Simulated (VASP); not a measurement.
# ZrSiRu4 (P6/mmm) in VASP: notebook

ZrSiRu4 is run at these levels: PBE; tasks: relaxation of cell and atoms, single point.

Everything below comes from runs of VASP 6.6.1. Logs are shortened: lines on timing, memory, paths and dates and some standing lists are left out, and cuts for length are marked.

### 1 The cell of the first run

Symmetry: P6/mmm, No. 191, hexagonal system. Conventional cell: a = 3.458 Å, b = 3.458 Å, c = 7.029 Å, α = 90.00°, β = 90.00°, γ = 120.00°. Within 3.6 Å of Zr (site symmetry 6/mmm) lie 12 Ru at 2.70 Å and 6 Zr at 3.46 Å and 2 Si at 3.51 Å. Within 3.6 Å of Si (site symmetry 6/mmm) lie 12 Ru at 2.62 Å and 6 Si at 3.46 Å and 2 Zr at 3.51 Å. Ru (site symmetry 3m) has 3 Ru at 2.00 Å and 3 Si at 2.62 Å and 3 Zr at 2.70 Å within 2.8 Å.

The cell was generated, and may not be a known phase.

### 2 Relaxation of cell and atoms, PBE

Input file INCAR:

```
SYSTEM = ZrSiRu4
PREC = Accurate
ENCUT = 600
EDIFF = 1E-6
ISMEAR = 0
SIGMA = 0.1
LREAL = .False.
LASPH = .True.
NELM = 100
ALGO = Normal
ISIF = 3
LWAVE = .False.
LCHARG = .False.
GGA = PE
IBRION = 2
NSW = 90
EDIFFG = -0.04
```

Input file KPOINTS:

```
Automatic mesh
0
Gamma
  6 6 4
  0 0 0
```

Input file POSCAR:

```
ZrSiRu4
1.0
    3.4578733800      0.0000000000      0.0000000000
   -1.7289366900      2.9946061900      0.0000000000
    0.0000000000      0.0000000000      7.0292136400
Zr Si Ru
1 1 4
Direct
    0.0000000000      0.0000000000      0.5000000000
    0.0000000000      0.0000000000      0.0000000000
    0.3333333300      0.6666666700      0.7595900300
    0.3333333300      0.6666666700      0.2404099700
    0.6666666700      0.3333333300      0.7595900300
    0.6666666700      0.3333333300      0.2404099700
```

Potentials or basis: VASP PAW PBE potentials, release 64 (Zr_sv, Si, Ru_pv).

Command:

```
cat potpaw_PBE.64/Zr_sv/POTCAR potpaw_PBE.64/Si/POTCAR potpaw_PBE.64/Ru_pv/POTCAR > POTCAR
mpirun -np 1 vasp_std > vasp.out
```

OUTCAR:

```text
SYSTEM = ZrSiRu4
   PREC = Accurate
   ENCUT = 600
   EDIFF = 1E-6
   ISMEAR = 0
   LREAL = .False.
   LASPH = .True.
   NELM = 100
   ISIF = 3
   GGA = PE
   IBRION = 2
   NSW = 90
   EDIFFG = -0.04

 ion  position               nearest neighbor table
   1  0.000  0.000  0.500-   3 2.70   4 2.70   5 2.70   6 2.70   3 2.70   4 2.70   5 2.70   6 2.70
                             5 2.70   6 2.70   3 2.70   4 2.70   2 3.51   2 3.51
   2  0.000  0.000  0.000-   3 2.62   4 2.62   5 2.62   6 2.62   3 2.62   4 2.62   5 2.62   6 2.62
                             5 2.62   6 2.62   3 2.62   4 2.62   1 3.51   1 3.51
   3  0.333  0.667  0.760-   5 2.00   5 2.00   5 2.00   2 2.62   2 2.62   2 2.62   1 2.70   1 2.70
                             1 2.70
   4  0.333  0.667  0.240-   6 2.00   6 2.00   6 2.00   2 2.62   2 2.62   2 2.62   1 2.70   1 2.70
                             1 2.70
   5  0.667  0.333  0.760-   3 2.00   3 2.00   3 2.00   2 2.62   2 2.62   2 2.62   1 2.70   1 2.70
                             1 2.70
   6  0.667  0.333  0.240-   4 2.00   4 2.00   4 2.00   2 2.62   2 2.62   2 2.62   1 2.70   1 2.70
                             1 2.70

  LATTYP: Found a hexagonal cell.
 ALAT       =     3.4578733800
 C/A-ratio  =     2.0328140645

  Lattice vectors:

 A1 = (   3.4578733800,   0.0000000000,   0.0000000000)
 A2 = (  -1.7289366900,   2.9946061900,   0.0000000000)
 A3 = (   0.0000000000,   0.0000000000,   7.0292136400)

Analysis of symmetry for initial positions (statically):
=====================================================================
 Subroutine PRICEL returns:
 Original cell was already a primitive cell.

 Routine SETGRP: Setting up the symmetry group for a
 hexagonal supercell.

 Subroutine GETGRP returns: Found 24 space group operations
 (whereof 24 operations were pure point group operations)
 out of a pool of 24 trial point group operations.

The static configuration has the point symmetry D_6h.

Analysis of symmetry for dynamics (positions and initial velocities):
=====================================================================
 Subroutine PRICEL returns:
 Original cell was already a primitive cell.

 Routine SETGRP: Setting up the symmetry group for a
 hexagonal supercell.

 Subroutine GETGRP returns: Found 24 space group operations
 (whereof 24 operations were pure point group operations)
 out of a pool of 24 trial point group operations.

The dynamic configuration has the point symmetry D_6h.

 Subroutine INISYM returns: Found 24 space group operations
 (whereof 24 operations are pure point group operations),
 and found     1 'primitive' translations

----------------------------------------------------------------------------------------

                                     Primitive cell

  volume of cell :      72.7873

  direct lattice vectors                    reciprocal lattice vectors
     3.457873380  0.000000000  0.000000000     0.289195089  0.166966863  0.000000000
    -1.728936690  2.994606190  0.000000000     0.000000000  0.333933725  0.000000000
     0.000000000  0.000000000  7.029213640     0.000000000  0.000000000  0.142263424

  length of vectors
     3.457873380  3.457873380  7.029213640     0.333933725  0.333933725  0.142263424

  position of ions in fractional coordinates (direct lattice)
     0.000000000  0.000000000  0.500000000
     0.000000000  0.000000000  0.000000000
     0.333333330  0.666666670  0.759590030
     0.333333330  0.666666670  0.240409970
     0.666666670  0.333333330  0.759590030
     0.666666670  0.333333330  0.240409970

  ion indices of the primitive-cell ions
   primitive index   ion index
                 1           1
                 2           2
                 3           3
                 4           4
                 5           5
                 6           6

----------------------------------------------------------------------------------------

 KPOINTS: Automatic mesh

Automatic generation of k-mesh.
 Grid dimensions read from file:
 generate k-points for:    6    6    4

 Generating k-lattice:

  Cartesian coordinates                     Fractional coordinates (reciprocal lattice)
     0.048199182  0.027827810  0.000000000     0.166666667  0.000000000  0.000000000
     0.000000000  0.055655621  0.000000000     0.000000000  0.166666667  0.000000000
     0.000000000  0.000000000  0.035565856     0.000000000  0.000000000  0.250000000

  Length of vectors
     0.055655621  0.055655621  0.035565856

  Shift w.r.t. Gamma in fractional coordinates (k-lattice)
     0.000000000  0.000000000  0.000000000

 Subroutine IBZKPT returns following result:
 ===========================================

 Found     21 irreducible k-points:

 Following reciprocal coordinates:
            Coordinates               Weight
  0.000000  0.000000  0.000000      1.000000
  0.166667  0.000000  0.000000      6.000000
  0.333333  0.000000  0.000000      6.000000
  0.500000  0.000000  0.000000      3.000000
  0.166667  0.166667  0.000000      6.000000
  0.333333  0.166667  0.000000     12.000000
[... 13 lines left out ...]
  0.333333  0.166667  0.500000     12.000000
  0.333333  0.333333  0.500000      2.000000
   k-points           NKPTS =     21   k-points in BZ     NKDIM =     21   number of bands    NBANDS=     43
   number of dos      NEDOS =    301   number of ions     NIONS =      6
   total plane-waves  NPLWV =  43904
   dimension x,y,z NGX =    28 NGY =   28 NGZ =   56
   dimension x,y,z NGXF=    56 NGYF=   56 NGZF=  112
   ions per type =               1   1   4
   NGX,Y,Z   is equivalent  to a cutoff of  13.46, 13.46, 13.24 a.u.
   NGXF,Y,Z  is equivalent  to a cutoff of  26.92, 26.92, 26.49 a.u.
 SYSTEM =  ZrSiRu4
   PREC   = accura    normal or accurate (medium, high low for compatibility)
   ISTART =      0    job   : 0-new  1-cont  2-samecut
   ICHARG =      2    charge: 1-file 2-atom 10-const
   ISPIN  =      1    spin polarized calculation?
   LNONCOLLINEAR =      F non collinear calculations
   LSORBIT =      F    spin-orbit coupling
   LASPH  =      T    aspherical Exc in radial PAW
   ENCUT  =  600.0 eV  44.10 Ry    6.64 a.u.   6.91  6.91 14.04*2*pi/ulx,y,z
   NELM   =    100;   NELMIN=  2; NELMDL= -5     # of ELM steps
   EDIFF  = 0.1E-05   stopping-criterion for ELM
   LREAL  =      F    real-space projection
   EDIFFG = -.4E-01   stopping-criterion for IOM
   NSW    =     90    number of steps for IOM
   IBRION =      2    ionic relax: 0-MD 1-quasi-New 2-CG
   NFREE  =      1    steps in history (QN), initial steepest desc. (CG)
   ISIF   =      3    stress and relaxation
   ISYM   =      2    0-nonsym 1-usesym 2-fastsym
   POTIM  = 0.5000    time-step for ionic-motion
   TEBEG  =    0.0;   TEEND  =   0.0 temperature during run
   PSTRESS=    0.0 pullay stress
   NELECT =      72.0000    total number of electrons
   NUPDOWN=      -1.0000    fix difference up-down
   EMIN   =  10.00;   EMAX   =-10.00  energy-range for DOS
   EFERMI =   0.00;   METHOD = LEGACY
   ISMEAR =     0;   SIGMA  =   0.10  broadening in eV -4-tet -1-fermi 0-gaus
   EFERMI_NEDOS =   21; number of points for ismear=-14 and -15
   IALGO  =     38    algorithm
   IMIX   =      4    mixing-type and parameters
     AMIX     =   0.40;   BMIX     =  1.00
     AMIX_MAG =   1.60;   BMIX_MAG =  1.00
  volume/ion in A,a.u.               =      12.13        81.87
  Fermi-wavevector in a.u.,A,eV,Ry     =   1.631175  3.082473 36.201442  2.660731
  Thomas-Fermi vector in A             =   2.723354
   LORBIT       =      0    0 simple, 1 ext, 2 COOP (PROOUT), +10 PAW based schemes
   GGA     = PE    functional components
   LHFCALC =     F    Hartree Fock is set to
   AEXX    =    0.0000 exact exchange contribution
   IVDW    =     0    specifies the selected vdW correction
   LEPSILON=     F    determine dielectric tensor
   LRPA    =     F    only Hartree local field effects (RPA)
 conjugate gradient relaxation of ions
 non-spin polarized calculation
 Gauss-broadening in eV      SIGMA  =   0.10
  energy-cutoff  :      600.00
  volume of cell :       72.79
 maximum number of plane-waves:      2439
 NGX is ok and might be reduce to    28
   NGX = 13   NGY = 13   NGZ = 29

--------------------------------------- Ionic step        1  -------------------------------------------

 number of electron      72.0000001 magnetization

 Free energy of the ion-electron system (eV)
  ---------------------------------------------------
  ext. energy  EPLUGINS =         0.00000000
  ---------------------------------------------------
  free energy    TOTEN  =       -32.68859945 eV

  energy without entropy =      -32.67714922  energy(sigma->0) =      -32.68287433

------------------------ aborting loop because EDIFF is reached ----------------------------------------

  FORCE on cell =-STRESS in cart. coord.  units (eV):
  Direction    XX          YY          ZZ          XY          YZ          ZX
  --------------------------------------------------------------------------------------
  -------------------------------------------------------------------------------------
  Total      109.6672279    109.6672279     27.6489472      0.0000000      0.0000000      0.0000000
  in kB     2413.9701798   2413.9701796    608.6023633      0.0000000      0.0000000      0.0000000
  external PRESSURE =    1812.1809075 kB  Pullay stress =       0.0000000 kB
[... 27 lines left out ...]
--------------------------------------- Ionic step        2  -------------------------------------------

 number of electron      72.0000061 magnetization

 E-fermi :   0.2047     XC(G=0):  -7.2581

 val. band max:        0.2035733755   @ k =   0.0000   0.0000   0.2500
 cond. band min:       0.2069317103   @ k =   0.5000   0.0000   0.5000
 fundamental gap:      0.0033583348
 Fermi energy:         0.2047029098

 k-point     1 :       0.0000    0.0000    0.0000
  band No.  band energies     occupation
      1     -50.9796      2.00000
      2     -41.3910      2.00000
      3     -41.3867      2.00000
      4     -41.3803      2.00000
      5     -41.3735      2.00000
      6     -41.2115      2.00000
[... 1028 lines left out ...]
  FREE ENERGIE OF THE ION-ELECTRON SYSTEM (eV)
  ---------------------------------------------------
  free  energy   TOTEN  =       -43.3961955677 eV

  energy  without entropy=      -43.3522212719  energy(sigma->0) =      -43.37420842

 E-fermi :   9.4295     XC(G=0): -12.0398

 val. band max:        9.4171999167   @ k =   0.3333   0.1667   0.0000
 cond. band min:       9.4410990146   @ k =   0.3333   0.3333   0.0000
 fundamental gap:      0.0238990979
 Fermi energy:         9.4295163218

 k-point     1 :       0.0000    0.0000    0.0000
  band No.  band energies     occupation
      1     -39.8759      2.00000
      2     -34.0108      2.00000
      3     -34.0108      2.00000
      4     -34.0085      2.00000
      5     -34.0085      2.00000
      6     -33.3307      2.00000
[... 955 lines left out ...]
     42      12.1827      0.00000
     43      12.2203      0.00000

[... ionic steps 4 to 22 ...]

--------------------------------------- Ionic step       23  -------------------------------------------

 number of electron      71.9999995 magnetization

------------------------ aborting loop because EDIFF is reached ----------------------------------------
[... 75 lines left out ...]
--------------------------------------- Ionic step       25  -------------------------------------------

 number of electron      71.9999996 magnetization

 Free energy of the ion-electron system (eV)
  ---------------------------------------------------
  ext. energy  EPLUGINS =         0.00000000
  ---------------------------------------------------
  free energy    TOTEN  =       -51.88658010 eV

  energy without entropy =      -51.86821977  energy(sigma->0) =      -51.87739993

 E-fermi :  11.4892     XC(G=0): -12.8934

 val. band max:       11.4768730308   @ k =   0.5000   0.0000   0.5000
 cond. band min:      11.5176833858   @ k =   0.1667   0.0000   0.5000
 fundamental gap:      0.0408103550
 Fermi energy:        11.4891586941

 k-point     1 :       0.0000    0.0000    0.0000
  band No.  band energies     occupation
      1     -37.3423      2.00000
      2     -31.7515      2.00000
      3     -31.7515      2.00000
      4     -31.6745      2.00000
      5     -31.6745      2.00000
      6     -31.6745      2.00000
[... 988 lines left out ...]
  FREE ENERGIE OF THE ION-ELECTRON SYSTEM (eV)
  ---------------------------------------------------
  free  energy   TOTEN  =       -51.8865801011 eV

  energy  without entropy=      -51.8682197674  energy(sigma->0) =      -51.87739993

 reached required accuracy - stopping structural energy minimisation
```

Wall time 20 min (1 thread of AMD EPYC 9R45 (Zen 5), shared host); peak memory 0.23 GiB.

Results:

```
Free energy                           : -51.8866 eV
Relaxed volume                        : 15.29 Å³/atom
Relaxed cell                          : a = 4.334 Å, b = 4.334 Å, c = 5.642 Å, α = 90.00°, β = 90.00°, γ = 120.00°
Space group after relaxing (to 0.1 Å) : P6/mmm (No. 191)
Pressure after relaxing               : 0.2 GPa
Largest force after relaxing          : 0.024 eV/Å
Band gap on the k mesh                : zero (bands 36 and 37 overlap by 0.88 eV)
```

Forces in eV/Å, atoms in the order of the input:
```
Zr   0.000  0.000  0.000
Si   0.000  0.000  0.000
Ru   0.000  0.000 -0.024
Ru   0.000  0.000  0.024
Ru   0.000  0.000 -0.024
Ru   0.000  0.000  0.024
```

Final structure:
```
CELL_PARAMETERS angstrom
4.33372 0.00000 0.00000
-2.16686 3.75311 0.00000
0.00000 0.00000 5.64204
ATOMIC_POSITIONS crystal
Zr 0.00000 0.00000 0.50000
Si 0.00000 0.00000 0.00000
Ru 0.33333 0.66667 0.77932
Ru 0.33333 0.66667 0.22068
Ru 0.66667 0.33333 0.77932
Ru 0.66667 0.33333 0.22068
```

Levels at points of the mesh, in eV from the Fermi level:
```
           k point  band 32  band 33  band 34  band 35  band 36  band 37  band 38  band 39  band 40  band 41
(0.00, 0.00, 0.00)    -1.69    -1.69    -1.29    -1.29     0.26     0.26     0.99     0.99     1.54     1.83
(0.50, 0.00, 0.00)    -1.17    -0.76    -0.44    -0.24     0.31     0.65     0.89     0.98     1.09     1.30
(0.00, 0.00, 0.50)    -1.99    -1.85    -1.84    -1.84     0.05     0.05     0.15     0.55     1.48     2.70
(0.50, 0.00, 0.50)    -1.67    -1.02    -0.95    -0.94    -0.78    -0.01     0.18     0.48     0.64     1.65
```

Caveat: the volume moved by over 15 % at a fixed basis, so the end points are rough.

### 3 Single point, PBE

This run uses another cell than the first one, of 15.33 Å³/atom.

Input file INCAR:

```
SYSTEM = ZrSiRu4
PREC = Accurate
ENCUT = 520
EDIFF = 1E-6
ISMEAR = 0
SIGMA = 0.1
LREAL = .False.
LASPH = .True.
NELM = 100
ALGO = Fast
ISIF = 2
LWAVE = .False.
LCHARG = .False.
GGA = PE
NBANDS = 45
```

Input file KPOINTS:

```
regular mesh
0
Gamma
  12 12 8
  0 0 0
```

Input file POSCAR:

```
ZrSiRu4
1.0
    4.3352636943      0.0000000000      0.0000000000
   -2.1676318471      3.7544484914      0.0000000000
    0.0000000000      0.0000000000      5.6504405003
Zr Si Ru
1 1 4
Direct
    0.0000000000      0.0000000000      0.5000000000
    0.0000000000      0.0000000000      0.0000000000
    0.3333333333      0.6666666667      0.7795938698
    0.3333333333      0.6666666667      0.2204061302
    0.6666666667      0.3333333333      0.7795938698
    0.6666666667      0.3333333333      0.2204061302
```

Potentials or basis: VASP PAW PBE potentials, release 64 (Zr_sv, Si, Ru_pv).

Command:

```
cat potpaw_PBE.64/Zr_sv/POTCAR potpaw_PBE.64/Si/POTCAR potpaw_PBE.64/Ru_pv/POTCAR > POTCAR
mpirun -np 1 vasp_std > vasp.out
```

Run time: 5.1 min. Hardware: 1 thread of AMD EPYC 9R45 (Zen 5), shared host; peak memory 0.41 GiB.

Results (log left out):

```yaml
Free_energy: -51.9179 eV
Pressure: 0.1 GPa
Largest_force: 0.014 eV/Å
Band_gap_on_the_k_mesh: zero (bands 36 and 37 overlap by 0.95 eV)
```

Forces on the atoms (eV/Å):
```
Zr   0.000  0.000  0.000
Si   0.000  0.000  0.000
Ru   0.000  0.000 -0.014
Ru   0.000  0.000  0.014
Ru   0.000  0.000 -0.014
Ru   0.000  0.000  0.014
```

Levels at points of the mesh, in eV from the Fermi level:
```csv
k point,band 32,band 33,band 34,band 35,band 36,band 37,band 38,band 39,band 40,band 41
"(0.00, 0.00, 0.00)",-1.69,-1.69,-1.30,-1.30,0.25,0.25,0.98,0.98,1.52,1.80
"(0.50, 0.00, 0.00)",-1.18,-0.78,-0.46,-0.25,0.29,0.63,0.88,0.96,1.07,1.29
"(0.00, 0.00, 0.50)",-2.00,-1.86,-1.85,-1.85,0.05,0.05,0.16,0.54,1.45,2.68
"(0.50, 0.00, 0.50)",-1.68,-1.03,-0.94,-0.93,-0.80,-0.03,0.18,0.46,0.62,1.63
```

The gap in the log of VASP goes by the Fermi energy; the results here count the filled bands.